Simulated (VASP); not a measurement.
**PbS (zincblende type): relaxation of cell and atoms with PBE**

Crystal: PbS (zincblende type).

```
Pb S
1.0
     0.00000    3.10415    3.10415
     3.10415    0.00000    3.10415
     3.10415    3.10415    0.00000
Pb S
1 1
Direct
  0.00000 0.00000 0.00000
  0.25000 0.25000 0.25000
```

```
Program                : VASP 6.6.1
Task                   : relaxation of cell and atoms
Functional             : PBE
Potentials or basis    : VASP PAW PBE potentials, release 64 (Pb_d, S)
Cutoff                 : 600 eV
k mesh                 : 11 × 11 × 11
Occupations            : fermi-dirac, width 0.05 eV
Spin                   : no spin polarisation
Target pressure        : 11 GPa
Dipole correction      : no
Further INCAR settings : ALGO = Normal; EDIFF = 1e-06; IBRION = 2; EDIFFG = -0.005; NSW = 32; ISIF = 3
```

| Property | Result |
| --- | --- |
| Relaxed volume | 29.89 Å³/atom |
| Relaxed cell | a = 4.389 Å, b = 4.389 Å, c = 4.389 Å, α = 60.00°, β = 60.00°, γ = 60.00° |
| Space group after relaxing (to 0.1 Å) | F-43m (No. 216) |
| Energy change on relaxing (the run minimises the enthalpy) | +1.2 meV/atom |
| Ionic steps | 3 |
| Pressure after relaxing | 11.0 GPa |
| Band gap on the k mesh | 0.33 eV (least direct gap 0.95 eV) |

Step by step:
| step | energy change (eV) | largest force (eV/Å) | pressure (GPa) | volume (Å³) |
| --- | --- | --- | --- | --- |
| 1 | 0.0000 | 0.0000 | 10.96 | 59.82 |
| 2 | 0.0042 | 0.0000 | 11.03 | 59.76 |
| 3 | 0.0023 | 0.0000 | 11.02 | 59.79 |

Final structure:
```
Pb S
1.0
     0.00000    3.10356    3.10356
     3.10356    0.00000    3.10356
     3.10356    3.10356    0.00000
Pb S
1 1
Direct
  0.00000 0.00000 0.00000
  0.25000 0.25000 0.25000
```

Levels at points of the mesh, in eV from the valence-band top:
| k point | band 6 | band 7 | band 8 | band 9 | band 10 | band 11 | band 12 | band 13 | band 14 |
| --- | --- | --- | --- | --- | --- | --- | --- | --- | --- |
| (0.00, 0.00, 0.00) | -13.98 | -5.49 | -2.37 | -2.37 | -2.37 | 2.31 | 2.31 | 2.31 | 5.43 |

Wall time 34 s on 1 thread of Intel(R) Xeon(R) 6975P-C (Granite Rapids), on a shared host, peak memory 0.24 GiB.

Caveat: the cell is relaxed towards a set pressure, so the run minimises the enthalpy, not the energy; spin-orbit coupling is left out, which moves the levels of the heavy elements; an odd mesh through Γ misses points on the zone boundary, where band edges can lie.
